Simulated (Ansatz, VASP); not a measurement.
# Cd: VASP beside Ansatz

The input INCAR:

```
SYSTEM = Cd
PREC = Accurate
ENCUT = 520
EDIFF = 1E-6
ISMEAR = -1
SIGMA = 0.05
LREAL = .FALSE.
LASPH = .TRUE.
NELM = 60
ALGO = Normal
ISIF = 2
LWAVE = .FALSE.
LCHARG = .FALSE.
GGA = PE
NBANDS = 12
```

File KPOINTS:

```
regular mesh
0
G
  10 10 10
  0 0 0
```

Contents of POSCAR:

```
Cd
1.0
    1.6080291515      0.9283960635      2.4492874100
   -1.6080291515      0.9283960635      2.4492874100
    0.0000000000     -1.8567921270      2.4492874100
Cd
1
Direct
    0.0000000000      0.0000000000      0.0000000000
```

Contents of input.yaml:

```yaml
crystal:
  lattice:
    - [1.6080291515, 0.9283960635, 2.44928741]
    - [-1.6080291515, 0.9283960635, 2.44928741]
    - [0.0, -1.856792127, 2.44928741]
  atoms:
    - { symbol: Cd, position: [0.0, 0.0, 0.0] }
kpoints:
  mp_grid: { grid: [10, 10, 10] }
scf:
  occupations: { method: fermi_dirac, width: 0.05 }
hamiltonian:
  xc: pbe
  pseudopotentials: { kind: all_electron, lapw: { basis_error: 0.001 } }
output:
  forces: true
  stress: true
  eigenvalues: true
  populations: true
```

Alike in both runs: task single point; functional PBE; k mesh 10 × 10 × 10; occupations fermi-dirac, width 0.05 eV; no spin polarisation.

```csv
,VASP,Ansatz
version,VASP 6.6.1,Ansatz 0.2.0
potentials or method,"VASP PAW PBE potentials, release 64 (Cd), cutoff 520 eV","all-electron LAPW, scalar-relativistic"
```

Ansatz gave:

```
gap on the k mesh at the Fermi level (eV)                     : none
pressure (GPa)                                                : 2.1
traceless stress, the component that is largest in VASP (GPa) : 0.44
```

Which values does VASP return?

gap on the k mesh at the Fermi level (eV): none; pressure (GPa): 2.3; traceless stress, the component that is largest in VASP (GPa): 0.49.

A gap of «none» marks a metal or a gap that the smearing closes. Ansatz ran all-electron here, and VASP with PAW potentials.
